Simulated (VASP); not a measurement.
SnSe, 8 atoms in the cell. Symmetry: Pnma, No. 62, orthorhombic system. Conventional cell: a = 11.300 Å, b = 4.131 Å, c = 4.278 Å, α = 90.00°, β = 90.00°, γ = 90.00°. Sn (site symmetry m) has 6 Se at 2.74 to 3.38 Å and 2 Sn at 3.43 Å within 3.6 Å. Se (site symmetry m) has 6 Sn at 2.74 to 3.38 Å within 3.6 Å. 

```yaml
Program: VASP 6.6.1
Task: single point
Functional: PBEsol
Dispersion: D4
Potentials_or_basis: VASP PAW PBE potentials, release 64 (Sn_d, Se)
Cutoff: 520 eV
k_mesh: 3 × 6 × 6
Occupations: fermi-dirac, width 0.05 eV
Spin: no spin polarisation
Dipole_correction: no
Further_INCAR_settings: ALGO = Normal; EDIFF = 1e-06; NBANDS = 50
```

Potentials or basis: VASP PAW PBE potentials, release 64 (Sn_d, Se).

Command:

```sh
$ cat potpaw_PBE.64/Sn_d/POTCAR potpaw_PBE.64/Se/POTCAR > POTCAR
$ mpirun -np 1 vasp_std > vasp.out
```

Hardware: 1 thread of Intel(R) Xeon(R) Platinum 8259CL CPU @ 2.50GHz (Skylake/Cascade Lake), with other jobs on the host.

How long does it take, and how much memory?

It took 6 min on 1 thread of Intel(R) Xeon(R) Platinum 8259CL CPU @ 2.50GHz (Skylake/Cascade Lake), with other jobs on the host, peak memory 0.41 GiB. Counts: scf iterations 13, k points 32.
